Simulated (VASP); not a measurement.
# TiO (P-6m2) in VASP: notebook

TiO is run at these levels: PBEsol; tasks: relaxation of shape and atoms at fixed volume, relaxation of cell and atoms.

Program: VASP 6.6.1. These are calculated values, not measurements. Logs are shortened: lines on timing, memory, paths and dates and some standing lists are left out, and cuts for length are marked.

**1. The cell of the first run**

Symmetry: P-6m2, No. 187, hexagonal system. Conventional cell: a = 2.761 Å, b = 2.761 Å, c = 2.766 Å, α = 90.00°, β = 90.00°, γ = 120.00°. Ti (site symmetry -6m2) has 6 O at 2.11 Å and 8 Ti at 2.76 to 2.77 Å within 2.8 Å. O (site symmetry -6m2) has 6 Ti at 2.11 Å and 8 O at 2.76 to 2.77 Å within 2.8 Å.

**2. Relaxation of shape and atoms at fixed volume, PBEsol (9.13 Å³/atom)**

File INCAR:

```
PREC     = Accurate       # precision mode
ENCUT    = 600            # plane-wave cutoff, eV
EDIFF    = 1E-6           # SCF threshold, eV
ISMEAR   = 0              # smearing method
SIGMA    = 0.1            # smearing width, eV
LREAL    = F              # projectors in reciprocal space
LASPH    = T              # aspherical terms in the spheres
NELM     = 60             # most SCF steps
ALGO     = Normal         # electronic algorithm
ISIF     = 4              # what is computed and relaxed
LWAVE    = F              # write WAVECAR
LCHARG   = F              # write CHGCAR
GGA      = PS             # functional
IBRION   = 2              # ionic algorithm
NSW      = 50             # ionic steps
EDIFFG   = -0.01          # ionic threshold
```

File KPOINTS:

```
Automatic mesh
0
Gamma
  18 18 16
```

File POSCAR:

```
TiO
1.0
    2.7607133385      0.0000000000      0.0000000000
   -1.3803566692      2.3908478837      0.0000000000
    0.0000000000      0.0000000000      2.7658511967
Ti O
1 1
Direct
    0.6666666667      0.3333333333      0.0000000000
    0.0000000000      0.0000000000      0.5000000000
```

Potentials or basis: VASP PAW PBE potentials, release 64 (Ti_sv, O).

Launch:

```sh
> cat potpaw_PBE.64/Ti_sv/POTCAR potpaw_PBE.64/O/POTCAR > POTCAR
> mpirun -np 1 vasp_std > vasp.out
```

OUTCAR:

```text
PREC = Accurate
   ENCUT = 600
   EDIFF = 1E-6
   ISMEAR = 0
   LREAL = F
   LASPH = T
   NELM = 60
   ISIF = 4
   GGA = PS
   IBRION = 2
   NSW = 50
   EDIFFG = -0.01

 ion  position               nearest neighbor table
   1  0.667  0.333  0.000-   2 2.11   2 2.11   2 2.11   2 2.11   2 2.11   2 2.11
   2  0.000  0.000  0.500-   1 2.11   1 2.11   1 2.11   1 2.11   1 2.11   1 2.11

  LATTYP: Found a hexagonal cell.
 ALAT       =     2.7607133385
 C/A-ratio  =     1.0018610618

  Lattice vectors:

 A1 = (   2.7607133385,   0.0000000000,   0.0000000000)
 A2 = (  -1.3803566692,   2.3908478837,   0.0000000000)
 A3 = (   0.0000000000,   0.0000000000,   2.7658511967)

Analysis of symmetry for initial positions (statically):
=====================================================================
 Subroutine PRICEL returns:
 Original cell was already a primitive cell.

 Routine SETGRP: Setting up the symmetry group for a
 hexagonal supercell.

 Subroutine GETGRP returns: Found 12 space group operations
 (whereof 12 operations were pure point group operations)
 out of a pool of 24 trial point group operations.

The static configuration has the point symmetry D_3h.

Analysis of symmetry for dynamics (positions and initial velocities):
=====================================================================
 Subroutine PRICEL returns:
 Original cell was already a primitive cell.

 Routine SETGRP: Setting up the symmetry group for a
 hexagonal supercell.

 Subroutine GETGRP returns: Found 12 space group operations
 (whereof 12 operations were pure point group operations)
 out of a pool of 24 trial point group operations.

The dynamic configuration has the point symmetry D_3h.

 Subroutine INISYM returns: Found 12 space group operations
 (whereof 12 operations are pure point group operations),
 and found     1 'primitive' translations

----------------------------------------------------------------------------------------

                                     Primitive cell

  volume of cell :      18.2559

  direct lattice vectors                    reciprocal lattice vectors
     2.760713339  0.000000000  0.000000000     0.362225221  0.209130829  0.000000000
    -1.380356669  2.390847884  0.000000000     0.000000000  0.418261658  0.000000000
     0.000000000  0.000000000  2.765851197     0.000000000  0.000000000  0.361552350

  length of vectors
     2.760713339  2.760713338  2.765851197     0.418261658  0.418261658  0.361552350

  position of ions in fractional coordinates (direct lattice)
     0.666666667  0.333333333  0.000000000
     0.000000000  0.000000000  0.500000000

  ion indices of the primitive-cell ions
   primitive index   ion index
                 1           1
                 2           2

----------------------------------------------------------------------------------------

 KPOINTS: Automatic mesh

Automatic generation of k-mesh.
 Grid dimensions read from file:
 generate k-points for:   18   18   16

 Generating k-lattice:

  Cartesian coordinates                     Fractional coordinates (reciprocal lattice)
     0.020123623  0.011618379  0.000000000     0.055555556  0.000000000  0.000000000
     0.000000000  0.023236759  0.000000000     0.000000000  0.055555556  0.000000000
     0.000000000  0.000000000  0.022597022     0.000000000  0.000000000  0.062500000

  Length of vectors
     0.023236759  0.023236759  0.022597022

  Shift w.r.t. Gamma in fractional coordinates (k-lattice)
     0.000000000  0.000000000  0.000000000

 Subroutine IBZKPT returns following result:
 ===========================================

 Found    333 irreducible k-points:

 Following reciprocal coordinates:
            Coordinates               Weight
  0.000000  0.000000  0.000000      1.000000
  0.055556  0.000000  0.000000      6.000000
  0.111111  0.000000  0.000000      6.000000
  0.166667  0.000000  0.000000      6.000000
  0.222222  0.000000  0.000000      6.000000
  0.277778  0.000000  0.000000      6.000000
[... 16 lines left out ...]
  0.333333  0.111111  0.000000     12.000000
  0.388889  0.111111  0.000000     12.000000
 [... further k-points ...]
   k-points           NKPTS =    333   k-points in BZ     NKDIM =    333   number of bands    NBANDS=     13
   number of dos      NEDOS =    301   number of ions     NIONS =      2
   total plane-waves  NPLWV =  13824
   dimension x,y,z NGX =    24 NGY =   24 NGZ =   24
   dimension x,y,z NGXF=    48 NGYF=   48 NGZF=   48
   ions per type =               1   1
   NGX,Y,Z   is equivalent  to a cutoff of  14.45, 14.45, 14.43 a.u.
   NGXF,Y,Z  is equivalent  to a cutoff of  28.90, 28.90, 28.85 a.u.
 SYSTEM =  unknown system
   PREC   = accura    normal or accurate (medium, high low for compatibility)
   ISTART =      0    job   : 0-new  1-cont  2-samecut
   ICHARG =      2    charge: 1-file 2-atom 10-const
   ISPIN  =      1    spin polarized calculation?
   LNONCOLLINEAR =      F non collinear calculations
   LSORBIT =      F    spin-orbit coupling
   LASPH  =      T    aspherical Exc in radial PAW
   ENCUT  =  600.0 eV  44.10 Ry    6.64 a.u.   5.51  5.51  5.52*2*pi/ulx,y,z
   NELM   =     60;   NELMIN=  2; NELMDL= -5     # of ELM steps
   EDIFF  = 0.1E-05   stopping-criterion for ELM
   LREAL  =      F    real-space projection
   EDIFFG = -.1E-01   stopping-criterion for IOM
   NSW    =     50    number of steps for IOM
   IBRION =      2    ionic relax: 0-MD 1-quasi-New 2-CG
   NFREE  =      1    steps in history (QN), initial steepest desc. (CG)
   ISIF   =      4    stress and relaxation
   ISYM   =      2    0-nonsym 1-usesym 2-fastsym
   POTIM  = 0.5000    time-step for ionic-motion
   TEBEG  =    0.0;   TEEND  =   0.0 temperature during run
   PSTRESS=    0.0 pullay stress
   NELECT =      18.0000    total number of electrons
   NUPDOWN=      -1.0000    fix difference up-down
   EMIN   =  10.00;   EMAX   =-10.00  energy-range for DOS
   EFERMI =   0.00;   METHOD = LEGACY
   ISMEAR =     0;   SIGMA  =   0.10  broadening in eV -4-tet -1-fermi 0-gaus
   EFERMI_NEDOS =   21; number of points for ismear=-14 and -15
   IALGO  =     38    algorithm
   IMIX   =      4    mixing-type and parameters
     AMIX     =   0.40;   BMIX     =  1.00
     AMIX_MAG =   1.60;   BMIX_MAG =  1.00
  volume/ion in A,a.u.               =       9.13        61.60
  Fermi-wavevector in a.u.,A,eV,Ry     =   1.629415  3.079147 36.123365  2.654992
  Thomas-Fermi vector in A             =   2.721885
   LORBIT       =      0    0 simple, 1 ext, 2 COOP (PROOUT), +10 PAW based schemes
   GGA     = PS    functional components
   LHFCALC =     F    Hartree Fock is set to
   AEXX    =    0.0000 exact exchange contribution
   IVDW    =     0    specifies the selected vdW correction
   LEPSILON=     F    determine dielectric tensor
   LRPA    =     F    only Hartree local field effects (RPA)
 conjugate gradient relaxation of ions
 non-spin polarized calculation
 Gauss-broadening in eV      SIGMA  =   0.10
  energy-cutoff  :      600.00
  volume of cell :       18.26
 maximum number of plane-waves:       636
 NGX is ok and might be reduce to    24
   NGX = 11   NGY = 11   NGZ = 11

--------------------------------------- Ionic step        1  -------------------------------------------

 number of electron      18.0000000 magnetization

 Free energy of the ion-electron system (eV)
  ---------------------------------------------------
  ext. energy  EPLUGINS =         0.00000000
  ---------------------------------------------------
  free energy    TOTEN  =       -18.75683906 eV

  energy without entropy =      -18.75663772  energy(sigma->0) =      -18.75673839

------------------------ aborting loop because EDIFF is reached ----------------------------------------

  FORCE on cell =-STRESS in cart. coord.  units (eV):
  Direction    XX          YY          ZZ          XY          YZ          ZX
  --------------------------------------------------------------------------------------
  -------------------------------------------------------------------------------------
  Total        0.9767269      0.9767269      1.1332230      0.0000000      0.0000000     -0.0000000
  in kB       85.7199007     85.7199007     99.4543756      0.0000000      0.0000000     -0.0000000
  external PRESSURE =      90.2980590 kB  Pullay stress =       0.0000000 kB
[... 57 lines left out ...]
  energy  without entropy=      -18.7567914386  energy(sigma->0) =      -18.75689057

--------------------------------------- Ionic step        3  -------------------------------------------

 number of electron      18.0000000 magnetization

 Free energy of the ion-electron system (eV)
  ---------------------------------------------------
  ext. energy  EPLUGINS =         0.00000000
  ---------------------------------------------------
  free energy    TOTEN  =       -18.75699854 eV

  energy without entropy =      -18.75679972  energy(sigma->0) =      -18.75689913

 E-fermi :  12.0467     XC(G=0): -13.4315

 val. band max:       11.8625880868   @ k =   0.0556   0.0000   0.5000
 cond. band min:      12.0513395310   @ k =   0.0000   0.0000   0.5000
 fundamental gap:      0.1887514442
 Fermi energy:        12.0467129435

 k-point     1 :       0.0000    0.0000    0.0000
  band No.  band energies     occupation
      1     -45.4239      2.00000
      2     -21.6748      2.00000
      3     -21.2627      2.00000
      4     -21.2627      2.00000
      5     -10.1941      2.00000
      6       6.1535      2.00000
      7       6.1535      2.00000
      8       6.4393      2.00000
      9       8.8824      2.00000
     10      13.8626      0.00000
     11      13.8626      0.00000
     12      14.0425      0.00000
     13      14.3226      0.00000
[... 353 lines left out ...]
 k-point    24 :       0.3889    0.1111    0.0000
  band No.  band energies     occupation
      1     -45.2499      2.00000
      2     -22.2650      2.00000
      3     -21.5529      2.00000
      4     -21.5227      2.00000
      5      -8.7009      2.00000
      6       2.8808      2.00000
      7       5.2485      2.00000
      8       5.9910      2.00000
      9       9.9301      2.00000
     10      13.3613      0.00000
     11      13.8213      0.00000
     12      14.7788      0.00000
     13      15.4535      0.00000

 [... further k-points ...]
[... 5 lines left out ...]
  --------------------------------------------------------------------------------------
  -------------------------------------------------------------------------------------
  Total        1.0192504      1.0192504      1.0194441      0.0000000      0.0000000      0.0000000
  in kB       89.4518671     89.4518671     89.4688645      0.0000000      0.0000000      0.0000000
  external PRESSURE =      89.4575329 kB  Pullay stress =       0.0000000 kB
[... 17 lines left out ...]
  FREE ENERGIE OF THE ION-ELECTRON SYSTEM (eV)
  ---------------------------------------------------
  free  energy   TOTEN  =       -18.7569985411 eV

  energy  without entropy=      -18.7567997218  energy(sigma->0) =      -18.75689913

 reached required accuracy - stopping structural energy minimisation
```

Run time: 2.6 min. Hardware: 1 thread of Intel Xeon 8259CL, shared host; peak memory 0.23 GiB.

What came out:

```yaml
Free_energy: -18.7570 eV
Energy_gained_by_relaxing: 0.1 meV/atom
Ionic_steps: 3
Pressure_after_relaxing: 8.9 GPa
Band_gap_on_the_k_mesh: zero (bands 9 and 10 overlap by 0.08 eV)
```

Step by step:
```tsv
step	energy change (eV)	largest force (eV/Å)	pressure (GPa)	volume (Å³)
1	0.0000	0.0000	9.03	18.26
2	-0.0002	0.0000	8.93	18.26
3	-0.0002	0.0000	8.95	18.26
```

Final structure:
```xyz
2
Lattice="2.7579 0.0000 0.0000 -1.3790 2.3884 0.0000 0.0000 0.0000 2.7715" Properties=species:S:1:pos:R:3 pbc="T T T"
Ti    1.3790    0.7961    0.0000
O     0.0000    0.0000    1.3857
```

Caveat: the PAW data sets were made with another functional, which shifts forces and pressure a little; semilocal functionals often make such compounds metallic where correlation or magnetic order opens a gap, which also shifts bond lengths.

**3. Relaxation of cell and atoms, PBEsol**

This run uses another cell than the first one, of 9.41 Å³/atom.

File INCAR:

```
SYSTEM = TiO
ALGO = Normal ; EDIFF = 1E-6
EDIFFG = -0.005 ; ENCUT = 600
GGA = PS ; IBRION = 2
ISIF = 3 ; ISMEAR = 0
LASPH = .TRUE. ; LCHARG = .FALSE.
LREAL = .FALSE. ; LWAVE = .FALSE.
NELM = 80 ; NSW = 100
PREC = Accurate ; SIGMA = 0.1
```

File KPOINTS:

```
k-points
0
G
  18 18 16
  0 0 0
```

File POSCAR:

```
TiO
1.0
    2.7870572581      0.0000000000      0.0000000000
   -1.3935286290      2.4136623873      0.0000000000
    0.0000000000      0.0000000000      2.7975367104
Ti O
1 1
Direct
    0.6666666667      0.3333333333      0.0000000000
    0.0000000000      0.0000000000      0.5000000000
```

Potentials or basis: VASP PAW PBE potentials, release 64 (Ti_sv, O).

Launch:

```sh
> cat potpaw_PBE.64/Ti_sv/POTCAR potpaw_PBE.64/O/POTCAR > POTCAR
> mpirun -np 1 vasp_std > vasp.out
```

OUTCAR:

```text
SYSTEM = TiO
   EDIFF = 1E-6
   EDIFFG = -0.005
   ENCUT = 600
   GGA = PS
   IBRION = 2
   ISIF = 3
   ISMEAR = 0
   LASPH = .TRUE.
   LREAL = .FALSE.
   NELM = 80
   NSW = 100
   PREC = Accurate

 ion  position               nearest neighbor table
   1  0.667  0.333  0.000-   2 2.13   2 2.13   2 2.13   2 2.13   2 2.13   2 2.13
   2  0.000  0.000  0.500-   1 2.13   1 2.13   1 2.13   1 2.13   1 2.13   1 2.13

  LATTYP: Found a hexagonal cell.
 ALAT       =     2.7870572581
 C/A-ratio  =     1.0037600420

  Lattice vectors:

 A1 = (   2.7870572581,   0.0000000000,   0.0000000000)
 A2 = (  -1.3935286290,   2.4136623873,   0.0000000000)
 A3 = (   0.0000000000,   0.0000000000,   2.7975367104)

Analysis of symmetry for initial positions (statically):
[... 297 lines left out ...]
 fundamental gap:      0.1817864659
 Fermi energy:        11.5899765704

 k-point     1 :       0.0000    0.0000    0.0000
  band No.  band energies     occupation
      1     -45.9124      2.00000
      2     -22.1800      2.00000
      3     -21.7971      2.00000
      4     -21.7971      2.00000
      5     -10.4243      2.00000
      6       5.8221      2.00000
      7       5.8221      2.00000
      8       6.0884      2.00000
      9       8.5383      2.00000
     10      13.3236      0.00000
     11      13.3239      0.00000
     12      13.3239      0.00000
     13      13.7615      0.00000
[... 354 lines left out ...]
  band No.  band energies     occupation
      1     -45.7617      2.00000
      2     -22.6873      2.00000
      3     -22.0561      2.00000
      4     -22.0467      2.00000
      5      -9.0367      2.00000
      6       2.6341      2.00000
      7       4.9833      2.00000
      8       5.6474      2.00000
      9       9.5541      2.00000
     10      12.8594      0.00000
     11      13.2569      0.00000
     12      14.1787      0.00000
     13      14.8407      0.00000

 [... further k-points ...]
[... 5 lines left out ...]
  --------------------------------------------------------------------------------------
  -------------------------------------------------------------------------------------
  Total        0.0008344      0.0008344      0.0064788      0.0000000      0.0000000      0.0000000
  in kB        0.0708871      0.0708871      0.5503953      0.0000000      0.0000000      0.0000000
  external PRESSURE =       0.2307231 kB  Pullay stress =       0.0000000 kB
[... 17 lines left out ...]
  FREE ENERGIE OF THE ION-ELECTRON SYSTEM (eV)
  ---------------------------------------------------
  free  energy   TOTEN  =       -18.7748884473 eV

  energy  without entropy=      -18.7746811743  energy(sigma->0) =      -18.77478481

 reached required accuracy - stopping structural energy minimisation
```

CONTCAR:

```text
TiO
   1.00000000000000
     2.7905757269611984    0.0000000000000729   -0.0000000000000000
    -1.3952878634304731    2.4167094707161234    0.0000000000000000
    -0.0000000000000000   -0.0000000000000000    2.7965023110707490
  Ti              O
     1     1
Direct
     0.6666666667000030    0.3333333332999970    0.0000000000000000
     0.0000000000000000    1.0000000000000000    0.5000000000000000

  0.00000000E+00  0.00000000E+00  0.00000000E+00
  0.00000000E+00  0.00000000E+00  0.00000000E+00
```

It took 3.9 min on 1 thread of Intel Xeon 8259CL, shared host; peak memory 0.24 GiB.

Results:

```
Free energy                           : -18.7749 eV
Relaxed volume                        : 9.43 Å³/atom
Relaxed cell                          : a = 2.791 Å, b = 2.791 Å, c = 2.797 Å, α = 90.00°, β = 90.00°, γ = 120.00°
Space group after relaxing (to 0.1 Å) : P-6m2 (No. 187)
Energy gained by relaxing             : 0.0 meV/atom
Ionic steps                           : 4
Pressure after relaxing               : 0.0 GPa
Band gap on the k mesh                : zero (bands 9 and 10 overlap by 0.07 eV)
```

Final structure:
```
CELL_PARAMETERS angstrom
2.79058 0.00000 0.00000
-1.39529 2.41671 0.00000
0.00000 0.00000 2.79650
ATOMIC_POSITIONS crystal
Ti 0.66667 0.33333 0.00000
O 0.00000 0.00000 0.50000
```

Caveat: the PAW data sets were made with another functional, which shifts forces and pressure a little; semilocal functionals often make such compounds metallic where correlation or magnetic order opens a gap, which also shifts bond lengths.
